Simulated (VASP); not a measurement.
# Rb3TeI (Pm-3m) in VASP: elastic constants with LDA

Aim: the elastic constants of Rb3TeI with LDA.

Everything below comes from runs of VASP 6.6.1. Logs are shortened: lines on timing, memory, paths and dates and some standing lists are left out, and cuts for length are marked.

### 1 The cell of the first run

Symmetry: Pm-3m, No. 221, cubic system. Conventional cell: a = 6.506 Å, b = 6.506 Å, c = 6.506 Å, α = 90.00°, β = 90.00°, γ = 90.00°. Within 4.3 Å of Te (site symmetry m-3m) lie 6 Rb at 3.25 Å. Rb (site symmetry 4/mmm) has 2 Te at 3.25 Å within 4.3 Å.

### 2 Elastic constants, LDA

The input, INCAR:

```
SYSTEM = Rb3TeI
PREC = Accurate
ENCUT = 600
EDIFF = 1E-8
ISMEAR = 0
SIGMA = 0.01
LREAL = .FALSE.
LASPH = .TRUE.
NELM = 80
ALGO = Normal
ISIF = 3
LWAVE = .FALSE.
LCHARG = .FALSE.
NBANDS = 28
IBRION = 6
NFREE = 2
POTIM = 0.015
NSW = 1
KPAR = 2
```

The input, KPOINTS:

```
regular mesh
0
G
  4 4 4
  0 0 0
```

The input, POSCAR:

```
Rb3TeI
1.0
    6.5065000000      0.0000000000      0.0000000000
    0.0000000000      6.5065000000      0.0000000000
    0.0000000000      0.0000000000      6.5065000000
I Te Rb
1 1 3
Direct
    0.0000000000      0.0000000000      0.0000000000
    0.5000000000      0.5000000000      0.5000000000
    0.5000000000      0.5000000000      0.0000000000
    0.5000000000      0.0000000000      0.5000000000
    0.0000000000      0.5000000000      0.5000000000
```

Potentials or basis: VASP PAW LDA potentials, release 64 (I, Te, Rb_sv).

Launch:

```sh
cat potpaw_LDA.64/I/POTCAR potpaw_LDA.64/Te/POTCAR potpaw_LDA.64/Rb_sv/POTCAR > POTCAR
mpirun -np 2 vasp_std > vasp.out
```

OUTCAR:

```text
SYSTEM = Rb3TeI
   PREC = Accurate
   ENCUT = 600
   EDIFF = 1E-8
   ISMEAR = 0
   LREAL = .FALSE.
   LASPH = .TRUE.
   NELM = 80
   ISIF = 3
   IBRION = 6
   NFREE = 2
   POTIM = 0.015
   NSW = 1

 ion  position               nearest neighbor table
   1  0.000  0.000  0.000-   3 4.60   4 4.60   5 4.60   4 4.60   5 4.60   3 4.60   5 4.60   5 4.60
                             3 4.60   4 4.60   4 4.60   3 4.60
   2  0.500  0.500  0.500-   3 3.25   4 3.25   5 3.25   3 3.25   4 3.25   5 3.25
   3  0.500  0.500  0.000-   2 3.25   2 3.25   4 4.60   5 4.60   1 4.60   4 4.60   5 4.60   1 4.60
                             4 4.60   4 4.60   1 4.60   5 4.60   5 4.60   1 4.60
   4  0.500  0.000  0.500-   2 3.25   2 3.25   3 4.60   5 4.60   1 4.60   3 4.60   1 4.60   3 4.60
                             5 4.60   3 4.60   1 4.60   5 4.60   1 4.60   5 4.60
   5  0.000  0.500  0.500-   2 3.25   2 3.25   3 4.60   4 4.60   1 4.60   3 4.60   1 4.60   4 4.60
                             1 4.60   1 4.60   3 4.60   4 4.60   3 4.60   4 4.60

  LATTYP: Found a simple cubic cell.
 ALAT       =     6.5065000000

  Lattice vectors:

 A1 = (   6.5065000000,   0.0000000000,   0.0000000000)
 A2 = (   0.0000000000,   6.5065000000,   0.0000000000)
 A3 = (   0.0000000000,   0.0000000000,   6.5065000000)

Analysis of symmetry for initial positions (statically):
=====================================================================
 Subroutine PRICEL returns:
 Original cell was already a primitive cell.

 Routine SETGRP: Setting up the symmetry group for a
 simple cubic supercell.

 Subroutine GETGRP returns: Found 48 space group operations
 (whereof 48 operations were pure point group operations)
 out of a pool of 48 trial point group operations.

The static configuration has the point symmetry O_h .

Analysis of symmetry for dynamics (positions and initial velocities):
=====================================================================
 Subroutine PRICEL returns:
 Original cell was already a primitive cell.

 Routine SETGRP: Setting up the symmetry group for a
 simple cubic supercell.

 Subroutine GETGRP returns: Found 48 space group operations
 (whereof 48 operations were pure point group operations)
 out of a pool of 48 trial point group operations.

The dynamic configuration has the point symmetry O_h .

 Subroutine INISYM returns: Found 48 space group operations
 (whereof 48 operations are pure point group operations),
 and found     1 'primitive' translations

----------------------------------------------------------------------------------------

                                     Primitive cell

  volume of cell :     275.4497

  direct lattice vectors                    reciprocal lattice vectors
     6.506500000  0.000000000  0.000000000     0.153692461  0.000000000  0.000000000
     0.000000000  6.506500000  0.000000000     0.000000000  0.153692461  0.000000000
     0.000000000  0.000000000  6.506500000     0.000000000  0.000000000  0.153692461

  length of vectors
     6.506500000  6.506500000  6.506500000     0.153692461  0.153692461  0.153692461

  position of ions in fractional coordinates (direct lattice)
     0.000000000  0.000000000  0.000000000
     0.500000000  0.500000000  0.500000000
     0.500000000  0.500000000  0.000000000
     0.500000000  0.000000000  0.500000000
     0.000000000  0.500000000  0.500000000

  ion indices of the primitive-cell ions
   primitive index   ion index
                 1           1
                 2           2
                 3           3
                 4           4
[... 92 lines left out ...]
  energy-cutoff  :      600.00
  volume of cell :      275.45
 maximum number of plane-waves:      9328
 NGX is ok and might be reduce to    54
   NGX = 25   NGY = 25   NGZ = 25

--------------------------------------- Ionic step        1  -------------------------------------------

 number of electron      40.0000002 magnetization

 Free energy of the ion-electron system (eV)
  ---------------------------------------------------
  ext. energy  EPLUGINS =         0.00000000
  ---------------------------------------------------
  free energy    TOTEN  =       -13.76741771 eV

  energy without entropy =      -13.76741771  energy(sigma->0) =      -13.76741771

------------------------ aborting loop because EDIFF is reached ----------------------------------------

  FORCE on cell =-STRESS in cart. coord.  units (eV):
  Direction    XX          YY          ZZ          XY          YZ          ZX
  --------------------------------------------------------------------------------------
  -------------------------------------------------------------------------------------
  Total        1.5054982      1.5054982      1.5054982      0.0000000     -0.0000000      0.0000000
  in kB        8.7568626      8.7568626      8.7568626      0.0000000     -0.0000000      0.0000000
  external PRESSURE =       8.7568626 kB  Pullay stress =       0.0000000 kB
[... 98 lines left out ...]
  FREE ENERGIE OF THE ION-ELECTRON SYSTEM (eV)
  ---------------------------------------------------
  free  energy   TOTEN  =       -13.7371210908 eV

  energy  without entropy=      -13.7371210908  energy(sigma->0) =      -13.73712109

[... ionic steps 4 to 18 ...]

--------------------------------------- Ionic step       19  -------------------------------------------

 number of electron      40.0000002 magnetization

------------------------ aborting loop because EDIFF is reached ----------------------------------------
[... 73 lines left out ...]
--------------------------------------- Ionic step       21  -------------------------------------------

 number of electron      40.0000002 magnetization

 Free energy of the ion-electron system (eV)
  ---------------------------------------------------
  ext. energy  EPLUGINS =         0.00000000
  ---------------------------------------------------
  free energy    TOTEN  =       -13.76680947 eV

  energy without entropy =      -13.76680947  energy(sigma->0) =      -13.76680947

 E-fermi :   0.1612     XC(G=0):  -6.8745

 val. band max:        0.1129891444   @ k =   0.0000   0.0000   0.0000
 cond. band min:       1.2686930928   @ k =   0.0000   0.0000   0.0000
 fundamental gap:      1.1557039484
 Fermi energy:         0.1611899193

 k-point     1 :       0.0000    0.0000    0.0000
  band No.  band energies     occupation
      1     -26.5817      2.00000
      2     -26.5634      2.00000
      3     -26.5633      2.00000
      4     -11.5939      2.00000
      5     -10.9115      2.00000
      6     -10.9113      2.00000
[... 579 lines left out ...]
  FREE ENERGIE OF THE ION-ELECTRON SYSTEM (eV)
  ---------------------------------------------------
  free  energy   TOTEN  =       -13.7668094731 eV

  energy  without entropy=      -13.7668094731  energy(sigma->0) =      -13.76680947

 INTERNAL STRAIN TENSORS FROM STRAINED CELLS
 ============================================

 INTERNAL STRAIN TENSOR FOR ION    1 for displacements in x,y,z  (eV/Angst):
          X           Y           Z          XY          YZ          ZX
  --------------------------------------------------------------------------------
  x     0.00000     0.00000     0.00000     0.00000     0.00000    -0.00000
  y     0.00000     0.00000     0.00000    -0.00000     0.00000     0.00000
  z     0.00000     0.00000     0.00000     0.00000     0.00000     0.00000

 INTERNAL STRAIN TENSORS FROM DISPLACED ATOMS
 ============================================

 INTERNAL STRAIN TENSOR FOR ION    1 for displacements in x,y,z  (eV/Angst):
          X           Y           Z          XY          YZ          ZX
  --------------------------------------------------------------------------------
  x     0.00000     0.00000     0.00000     0.00000     0.00000     0.00000
  y     0.00000     0.00000     0.00000     0.00000     0.00000     0.00000
  z     0.00000     0.00000     0.00000     0.00000     0.00000     0.00000

 INTERNAL STRAIN TENSOR FOR ION    5 for displacements in x,y,z  (eV/Angst):
          X           Y           Z          XY          YZ          ZX
  --------------------------------------------------------------------------------
  x     0.00000     0.00000     0.00000     0.00000     0.00000     0.00000
  y     0.00000     0.00000     0.00000     0.00000     0.00000     0.00000
  z     0.00000     0.00000     0.00000     0.00000     0.00000     0.00000

 Eigenvectors and eigenvalues of the dynamical matrix
 ----------------------------------------------------

   1 f  =    4.827285 THz    30.330724 2PiTHz  161.020881 cm-1    19.964036 meV
             X         Y         Z           dx          dy          dz
      0.000000  0.000000  0.000000    -0.006578   -0.003356    0.000000
      3.253250  3.253250  3.253250    -0.518171   -0.264335   -0.000000
      3.253250  3.253250  0.000000    -0.040587   -0.020705    0.000000
      3.253250  0.000000  3.253250    -0.040587    0.368449    0.000000
      0.000000  3.253250  3.253250     0.722264   -0.020705    0.000000
[... 105 lines left out ...]
  15 f/i=    1.335352 THz     8.390262 2PiTHz   44.542537 cm-1     5.522568 meV
             X         Y         Z           dx          dy          dz
      0.000000  0.000000  0.000000     0.454917    0.456219   -0.014112
      3.253250  3.253250  3.253250     0.115009    0.115338   -0.003568
      3.253250  3.253250  0.000000    -0.371578   -0.372641   -0.001393
      3.253250  0.000000  3.253250    -0.371578    0.045021    0.011527
      0.000000  3.253250  3.253250     0.044893   -0.372641    0.011527

--------------------------------------------------------------------------------------------------------

 ELASTIC MODULI CONTR FROM IONIC RELAXATION (kBar)
 Direction    XX          YY          ZZ          XY          YZ          ZX
 --------------------------------------------------------------------------------
 XX           0.0000      0.0000      0.0000      0.0000      0.0000      0.0000
 YY           0.0000      0.0000      0.0000      0.0000      0.0000      0.0000
 ZZ           0.0000      0.0000      0.0000      0.0000      0.0000      0.0000
 XY           0.0000      0.0000      0.0000      0.0000      0.0000      0.0000
 YZ           0.0000      0.0000      0.0000      0.0000      0.0000      0.0000
 ZX           0.0000      0.0000      0.0000      0.0000      0.0000      0.0000
 --------------------------------------------------------------------------------

 TOTAL ELASTIC MODULI (kBar)
 Direction    XX          YY          ZZ          XY          YZ          ZX
 --------------------------------------------------------------------------------
 XX         369.6707      4.5269      4.5269      0.0000      0.0000     -0.0000
 YY           4.5269    369.6707      4.5269     -0.0000      0.0000      0.0000
 ZZ           4.5269      4.5269    369.6707      0.0000      0.0000     -0.0000
 XY           0.0000     -0.0000      0.0000      4.9226      0.0000      0.0000
 YZ           0.0000      0.0000      0.0000      0.0000      4.9226      0.0000
 ZX          -0.0000      0.0000     -0.0000      0.0000      0.0000      4.9226
 --------------------------------------------------------------------------------
```

It took 17 min on 2 MPI ranks of Intel Xeon 6975P-C (Granite Rapids), shared host; peak memory 0.62 GiB.

What came out:

* Elastic constants C11, C12, C44: 37, 0, 0 GPa
* Voigt bulk modulus: 13 GPa
* Highest phonon frequency at Γ, LO-TO splitting left out: 161 cm⁻¹
* Most unstable mode: 45i cm⁻¹

Phonon frequencies in cm⁻¹ (negative: imaginary):
| q point | frequencies |
| --- | --- |
| (0.000, 0.000, 0.000) | -45 -45 -45 -37 -37 -37 0 0 0 31 31 31 161 161 161 |

Elastic tensor in Voigt notation (GPa, in the Cartesian axes of the cell as first typed):
```
37  0  0  0  0  0
 0 37  0  0  0  0
 0  0 37  0  0  0
 0  0  0  0  0  0
 0  0  0  0  0  0
 0  0  0  0  0  0
```

Clamped-ion elastic tensor (GPa):
```
37  0  0  0  0  0
 0 37  0  0  0  0
 0  0 37  0  0  0
 0  0  0  0  0  0
 0  0  0  0  0  0
 0  0  0  0  0  0
```

Caveat: some modes are imaginary; spin-orbit coupling is left out, which moves the levels of the heavy elements.
